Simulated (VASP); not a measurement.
Input of a VASP 6.6.1 run:

File INCAR:

```
SYSTEM = RbHoBr4
PREC     = Accurate       ! precision mode
ENCUT    = 500            ! plane-wave cutoff, eV
EDIFF    = 1E-6           ! SCF threshold, eV
ISMEAR   = 0              ! smearing method
SIGMA    = 0.02           ! smearing width, eV
LREAL    = .FALSE.        ! projectors in reciprocal space
LASPH    = .TRUE.         ! aspherical terms in the spheres
NELM     = 200            ! most SCF steps
ALGO     = Normal         ! electronic algorithm
ISIF     = 2              ! what is computed and relaxed
LWAVE    = .FALSE.        ! write WAVECAR
LCHARG   = .FALSE.        ! write CHGCAR
GGA      = PE             ! functional
NBANDS   = 32             ! bands
GGA_COMPAT= .FALSE.      
LMAXMIX  = 6              ! l up to which the mixer works
```

Contents of KPOINTS:

```
regular mesh
0
G
  4 4 4
  0 0 0
```

The input POSCAR:

```
RbHoBr4
1.0
    5.4798774743      0.0000000000      0.0000000000
    0.0000000000      5.4798774743      0.0000000000
    0.0000000000      0.0000000000      8.9601841991
Rb Ho Br
1 1 4
Direct
    0.0000000000      0.0000000000      0.0000000000
    0.5000000000      0.5000000000      0.5000000000
    0.5000000000      0.5000000000      0.8069621969
    0.5000000000      0.5000000000      0.1930378031
    0.5000000000      0.0000000000      0.5000000000
    0.0000000000      0.5000000000      0.5000000000
```

Potentials or basis: VASP PAW PBE potentials, release 64 (Rb_sv, Ho_3, Br), 4f in core.

Command:

```bash
$ cat potpaw_PBE.64/Rb_sv/POTCAR potpaw_PBE.64/Ho_3/POTCAR potpaw_PBE.64/Br/POTCAR > POTCAR
$ mpirun -np 1 vasp_std > vasp.out
```

**Question.** What does it give for the band gap on the k mesh?

**Answer.** 3.12 eV.

**Question.** Estimate the largest force.

**Answer.** 0.009 eV/Å.

Forces in eV/Å, atoms in the order of the input:
```
Rb   0.000  0.000  0.000
Ho   0.000  0.000  0.000
Br   0.000  0.000  0.009
Br   0.000  0.000 -0.009
Br   0.000  0.000  0.000
Br   0.000  0.000  0.000
```

Caveat: spin-orbit coupling is left out, which moves the levels of the heavy elements; the 4f electrons are frozen in the core, so they carry no moment and show no levels. Spin polarisation is off, so any magnetic state and its effect on volume and gap are missing.
